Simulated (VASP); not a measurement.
A run of VASP 6.6.1:

Contents of INCAR:

```
SYSTEM = SrCd
ALGO = Normal
EDIFF = 1E-8
ENCUT = 520
ISIF = 2
ISMEAR = -1
LASPH = .True.
LCHARG = .False.
LEFG = .True.
LREAL = .False.
LWAVE = .False.
NBANDS = 18
NELM = 60
PREC = Accurate
SIGMA = 0.08
```

The input KPOINTS:

```
k-points
0
Gamma
  10 10 10
  0 0 0
```

POSCAR

```
SrCd
1.0
    4.0030000000      0.0200150000      0.0200150000
    0.0200150000      4.0030000000      0.0200150000
    0.0200150000      0.0200150000      4.0030000000
Sr Cd
1 1
Direct
    0.5000000000      0.5000000000      0.5000000000
    0.0000000000      0.0000000000      0.0000000000
```

Potentials or basis: VASP PAW LDA potentials, release 64 (Sr_sv, Cd).

Run with:

```bash
$ cat potpaw_LDA.64/Sr_sv/POTCAR potpaw_LDA.64/Cd/POTCAR > POTCAR
$ mpirun -np 1 vasp_std > vasp.out
```

Hardware: 1 thread of Oxide Virtual Turin-like Processor, on a shared host.

Question: Estimate the wall time of this run.

Answer: Wall time 100 s on 1 thread of Oxide Virtual Turin-like Processor (shared host), peak memory 0.23 GiB. Counts: scf iterations 14, k points 116.
